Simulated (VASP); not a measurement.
Br, 1 atom in the cell. It takes space group Im-3m (No. 229, cubic). The conventional cell has a = 3.047 Å, b = 3.047 Å, c = 3.047 Å, α = 90.00°, β = 90.00°, γ = 90.00°. Within 3.5 Å of Br (site symmetry m-3m) lie 14 Br at 2.64 to 3.05 Å. 

```yaml
Program: VASP 6.6.1
Task: single point
Functional: LDA
Potentials_or_basis: VASP PAW LDA potentials, release 64 (Br)
Cutoff: 500 eV
k_mesh: 17 × 17 × 17
Occupations: fermi-dirac, width 0.1 eV
Spin: no spin polarisation
Dipole_correction: no
Further_INCAR_settings: ALGO = Normal; EDIFF = 1e-06; NBANDS = 10
```

Potentials or basis: VASP PAW LDA potentials, release 64 (Br).

Launch:

```console
$ cat potpaw_LDA.64/Br/POTCAR > POTCAR
$ mpirun -np 1 vasp_std > vasp.out
```

Hardware: 1 thread of Intel(R) Xeon(R) Platinum 8259CL CPU @ 2.50GHz (Skylake/Cascade Lake) (shared host).

Estimate the wall time of this run.

It took 13 s on 1 thread of Intel(R) Xeon(R) Platinum 8259CL CPU @ 2.50GHz (Skylake/Cascade Lake), with other jobs on the host, peak memory 0.13 GiB. Counts: scf iterations 10, k points 165.
